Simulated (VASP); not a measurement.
# C (Im-3m) in VASP: further runs, part 2 of 2

VASP 6.6.1. Earlier steps stand in the parts before.

## (3) Single point, revPBE (volume scaled by 0.88)

Contents of INCAR:

```
PREC     = Accurate       # precision mode
ENCUT    = 520            # plane-wave cutoff, eV
EDIFF    = 1E-6           # SCF threshold, eV
ISMEAR   = -1             # smearing method
SIGMA    = 0.1            # smearing width, eV
LREAL    = False          # projectors in reciprocal space
LASPH    = True           # aspherical terms in the spheres
NELM     = 100            # most SCF steps
ALGO     = Normal         # electronic algorithm
ISIF     = 2              # what is computed and relaxed
LWAVE    = False          # write WAVECAR
LCHARG   = False          # write CHGCAR
GGA      = RE             # functional
NBANDS   = 8              # bands
```

Contents of KPOINTS:

```
Automatic mesh
0
Gamma
  21 21 21
```

Contents of POSCAR:

```
C
1.0
   -1.1434069684      1.1434069684      1.1434069684
    1.1434069684     -1.1434069684      1.1434069684
    1.1434069684      1.1434069684     -1.1434069684
C
1
Direct
    0.0000000000      0.0000000000      0.0000000000
```

Potentials or basis: VASP PAW PBE potentials, release 64 (C).

On the command line:

```
$ cat potpaw_PBE.64/C/POTCAR > POTCAR
$ mpirun -np 1 vasp_std > vasp.out
```

OUTCAR:

```text
PREC = Accurate
   ENCUT = 520
   EDIFF = 1E-6
   ISMEAR = -1
   LREAL = False
   LASPH = True
   NELM = 100
   ISIF = 2
   GGA = RE

 ion  position               nearest neighbor table
   1  0.000  0.000  0.000-

  LATTYP: Found a body centered cubic cell.
 ALAT       =     2.2868139368

  Lattice vectors:

 A1 = (  -1.1434069684,   1.1434069684,   1.1434069684)
 A2 = (   1.1434069684,  -1.1434069684,   1.1434069684)
 A3 = (   1.1434069684,   1.1434069684,  -1.1434069684)

Analysis of symmetry for initial positions (statically):
=====================================================================
 Subroutine PRICEL returns:
 Original cell was already a primitive cell.

 Routine SETGRP: Setting up the symmetry group for a
 body centered cubic supercell.

 Subroutine GETGRP returns: Found 48 space group operations
 (whereof 48 operations were pure point group operations)
 out of a pool of 48 trial point group operations.

The static configuration has the point symmetry O_h .

Analysis of symmetry for dynamics (positions and initial velocities):
=====================================================================
 Subroutine PRICEL returns:
 Original cell was already a primitive cell.

 Routine SETGRP: Setting up the symmetry group for a
 body centered cubic supercell.

 Subroutine GETGRP returns: Found 48 space group operations
 (whereof 48 operations were pure point group operations)
 out of a pool of 48 trial point group operations.

The dynamic configuration has the point symmetry O_h .

 Subroutine INISYM returns: Found 48 space group operations
 (whereof 48 operations are pure point group operations),
 and found     1 'primitive' translations

----------------------------------------------------------------------------------------

[... 107 lines left out ...]
   IALGO  =     38    algorithm
   IMIX   =      4    mixing-type and parameters
     AMIX     =   0.40;   BMIX     =  1.00
     AMIX_MAG =   1.60;   BMIX_MAG =  1.00
  volume/ion in A,a.u.               =       5.98        40.35
  Fermi-wavevector in a.u.,A,eV,Ry     =   1.431772  2.705658 27.891566  2.049972
  Thomas-Fermi vector in A             =   2.551473
   LORBIT       =      0    0 simple, 1 ext, 2 COOP (PROOUT), +10 PAW based schemes
   GGA     = RE    functional components
   LHFCALC =     F    Hartree Fock is set to
   AEXX    =    0.0000 exact exchange contribution
   IVDW    =     0    specifies the selected vdW correction
   LEPSILON=     F    determine dielectric tensor
   LRPA    =     F    only Hartree local field effects (RPA)
 non-spin polarized calculation
  energy-cutoff  :      520.00
  volume of cell :        5.98
 maximum number of plane-waves:       177
   NGX =  7   NGY =  7   NGZ =  7

 number of electron       4.0000000 magnetization

 Free energy of the ion-electron system (eV)
  ---------------------------------------------------
  ext. energy  EPLUGINS =         0.00000000
  ---------------------------------------------------
  free energy    TOTEN  =        -4.46227145 eV

  energy without entropy =       -4.45188673  energy(sigma->0) =       -4.45707909

 E-fermi :  10.1683     XC(G=0): -13.6636

 val. band max:       10.1399990231   @ k =  -0.2857   0.4286   0.1429
 cond. band min:      10.1979060454   @ k =  -0.3810  -0.4762   0.0952
 fundamental gap:      0.0579070223
 Fermi energy:        10.1683233377

 k-point     1 :       0.0000    0.0000    0.0000
  band No.  band energies     occupation
      1     -11.0509      2.00000
      2      20.4151      0.00000
      3      20.4151      0.00000
      4      20.4151      0.00000
      5      45.1561      0.00000
      6      45.1561      0.00000
      7      45.1561      0.00000
      8      49.6764      0.00000
[... 243 lines left out ...]
 k-point    24 :       0.1905    0.0952    0.0000
  band No.  band energies     occupation
      1      -8.0025      2.00000
      2      14.0244      0.00000
      3      16.7154      0.00000
      4      19.0511      0.00000
      5      36.2713      0.00000
      6      37.6083      0.00000
      7      46.2126      0.00000
      8      48.9339      0.00000

 [... further k-points ...]

------------------------ aborting loop because EDIFF is reached ----------------------------------------

  FORCE on cell =-STRESS in cart. coord.  units (eV):
  Direction    XX          YY          ZZ          XY          YZ          ZX
  --------------------------------------------------------------------------------------
  -------------------------------------------------------------------------------------
  Total        1.0879266      1.0879266      1.0879266     -0.0000000      0.0000000     -0.0000000
  in kB      291.5061208    291.5061208    291.5061208     -0.0000000      0.0000000     -0.0000000
  external PRESSURE =     291.5061208 kB  Pullay stress =       0.0000000 kB

 VOLUME and BASIS-vectors are now :
 -----------------------------------------------------------------------------
  energy-cutoff  :      520.00
  volume of cell :        5.98
      direct lattice vectors                 reciprocal lattice vectors
    -1.143406968  1.143406968  1.143406968     0.000000000  0.437289621  0.437289621
     1.143406968 -1.143406968  1.143406968     0.437289621  0.000000000  0.437289621
     1.143406968  1.143406968 -1.143406968     0.437289621  0.437289621  0.000000000

 POSITION                                       TOTAL-FORCE (eV/Angst)
 -----------------------------------------------------------------------------------
      0.00000      0.00000      0.00000         0.000000      0.000000     -0.000000
 -----------------------------------------------------------------------------------
    total drift:                                0.000000     -0.000000      0.000000

  FREE ENERGIE OF THE ION-ELECTRON SYSTEM (eV)
  ---------------------------------------------------
  free  energy   TOTEN  =        -4.4622714468 eV

  energy  without entropy=       -4.4518867296  energy(sigma->0) =       -4.45707909
```

OSZICAR:

```text
N       E                     dE             d eps       ncg     rms          rms(c)
DAV:   1    -0.300752557675E+01   -0.30075E+01   -0.25570E+03  5128   0.498E+02
DAV:   2    -0.445290881055E+01   -0.14454E+01   -0.12995E+01  5872   0.276E+01
DAV:   3    -0.445643328123E+01   -0.35245E-02   -0.35231E-02  5328   0.147E+00
DAV:   4    -0.445643377623E+01   -0.49500E-06   -0.49459E-06  6256   0.167E-02
DAV:   5    -0.445643377570E+01    0.52890E-09   -0.34474E-10  5360   0.899E-05    0.128E+00
DAV:   6    -0.445994484081E+01   -0.35111E-02   -0.43369E-04  5528   0.164E-01    0.765E-01
DAV:   7    -0.446226745555E+01   -0.23226E-02   -0.12234E-03  5456   0.275E-01    0.428E-02
DAV:   8    -0.446227160138E+01   -0.41458E-05   -0.10255E-05  5648   0.267E-02    0.281E-03
DAV:   9    -0.446227144679E+01    0.15459E-06   -0.10978E-07  3192   0.251E-03
   1 F= -.44622714E+01 E0= -.44570791E+01  d E =-.103847E-01
```

It took 14 s on 1 thread of Intel Xeon 8259CL, shared host; peak memory 0.08 GiB.

Results:

* Free energy: -4.4623 eV
* Pressure: 29.2 GPa
* Band gap on the k mesh: zero (band 2 reaches 20.42 eV, above the bottom of band 3 at 4.55 eV)

Levels at points of the mesh, in eV from the Fermi level:
| k point | band 1 | band 2 | band 3 | band 4 | band 5 |
| --- | --- | --- | --- | --- | --- |
| (0.00, 0.00, 0.00) | -21.22 | 10.25 | 10.25 | 10.25 | 34.99 |

Caveat: the PAW data sets were made with another functional, which shifts forces and pressure a little.

## (4) Single point, revPBE (volume scaled by 0.92)

Contents of INCAR:

```
SYSTEM = C
PREC = Accurate
ENCUT = 520
EDIFF = 1E-6
ISMEAR = -1
SIGMA = 0.1
LREAL = .False.
LASPH = .True.
NELM = 100
ALGO = Normal
ISIF = 2
LWAVE = .False.
LCHARG = .False.
GGA = RE
NBANDS = 8
```

Contents of KPOINTS:

```
regular mesh
0
Gamma
  21 21 21
  0 0 0
```

Contents of POSCAR:

```
C
1.0
   -1.1604752604      1.1604752604      1.1604752604
    1.1604752604     -1.1604752604      1.1604752604
    1.1604752604      1.1604752604     -1.1604752604
C
1
Direct
    0.0000000000      0.0000000000      0.0000000000
```

On the command line:

```
$ cat potpaw_PBE.64/C/POTCAR > POTCAR
$ mpirun -np 1 vasp_std > vasp.out
```

Wall time 16 s (1 thread of Intel Xeon 8259CL, shared host); peak memory 0.08 GiB.

It converged, with:

* Free energy: -4.5015 eV
* Pressure: 17.2 GPa
* Band gap on the k mesh: zero (band 2 reaches 19.31 eV, above the bottom of band 3 at 4.03 eV)

Levels at points of the mesh, in eV from the Fermi level:
```tsv
k point	band 1	band 2	band 3	band 4	band 5
(0.00, 0.00, 0.00)	-20.58	9.80	9.80	9.80	34.25
```

Caveat: the PAW data sets were made with another functional, which shifts forces and pressure a little.

## (5) Single point, revPBE (volume scaled by 0.96)

Contents of INCAR:

```
PREC = Accurate ; ENCUT = 520
EDIFF = 1E-7 ; ISMEAR = -1
SIGMA = 0.1 ; LREAL = F
LASPH = T ; NELM = 100
ALGO = Normal ; ISIF = 2
LWAVE = F ; LCHARG = F
GGA = RE ; NBANDS = 8
```

Contents of KPOINTS:

```
regular mesh
0
Gamma
  21 21 21
```

Contents of POSCAR:

```
C
1.0
   -1.1770557185      1.1770557185      1.1770557185
    1.1770557185     -1.1770557185      1.1770557185
    1.1770557185      1.1770557185     -1.1770557185
C
1
Direct
    0.0000000000      0.0000000000      0.0000000000
```

On the command line:

```
$ cat potpaw_PBE.64/C/POTCAR > POTCAR
$ mpirun -np 1 vasp_std > vasp.out
```

Run time: 21 s. Hardware: 1 thread of Intel Xeon 8259CL, shared host; peak memory 0.09 GiB.

The run converged. Its results:

```yaml
Free_energy: -4.5223 eV
Pressure: 7.5 GPa
Band_gap_on_the_k_mesh: zero (band 2 reaches 18.28 eV, above the bottom of band 3 at 3.71 eV)
```

Levels at points of the mesh, in eV from the Fermi level:
```tsv
k point	band 1	band 2	band 3	band 4	band 5
(0.00, 0.00, 0.00)	-19.99	9.38	9.38	9.38	33.55
```

Caveat: the PAW data sets were made with another functional, which shifts forces and pressure a little.

## (6) Overview

| cell | k mesh | gap on the mesh (eV) | pressure (GPa) |
| --- | --- | --- | --- |
| a = 2.067 Å, angles 109.5°, 1 atom | 18 × 18 × 18 | none | 0.1 |
| a = 1.980 Å, angles 109.5°, 1 atom | 21 × 21 × 21 | none | 29.2 |
| a = 2.010 Å, angles 109.5°, 1 atom | 21 × 21 × 21 | none | 17.2 |
| a = 2.039 Å, angles 109.5°, 1 atom | 21 × 21 × 21 | none | 7.5 |

Alike in all rows: task single point; level revPBE; potentials or basis VASP PAW PBE potentials, release 64 (C); no spin polarisation; cutoff (eV) 520; smearing fermi-dirac 0.1 eV.

Caveats: the PAW data sets were made with another functional, which shifts forces and pressure a little.

Total energies depend on the potentials used, so only differences within one code and one set of settings carry meaning.
